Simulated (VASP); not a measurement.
Crystal: RuSe.

```
Ru Se
1.0
     3.18769    0.00000    0.00000
     0.00000    3.18769    0.00000
     0.00000    0.00000    3.18769
Ru Se
1 1
Direct
  0.00000 0.00000 0.00000
  0.50000 0.50000 0.50000
```

Program: VASP 6.6.1. Alike in all runs: task single point; potentials or basis VASP PAW PBE potentials, release 64 (Ru_pv, Se); cell as given; cutoff (eV) 520.

Problem. Order these runs on this cell by their pressure, lowest first.
A. level PBE; spin off; k mesh 8 × 8 × 8; smearing fermi-dirac 0.05 eV
B. level PBE+U; spin collinear, ferrimagnetic start; U Ru d U = 6.0 eV; k mesh 6 × 6 × 6; smearing gaussian 0.05 eV
C. level PBEsol+U; spin off; U Ru d U = 7.0 eV; k mesh 6 × 6 × 6; smearing gaussian 0.05 eV

Solution. C (-16.0 GPa), A (-8.5 GPa), B (17.2 GPa).

Caveats: the PAW data sets were made with another functional, which shifts forces and pressure a little (some runs); U without spin polarisation on a metal has little footing (some runs).
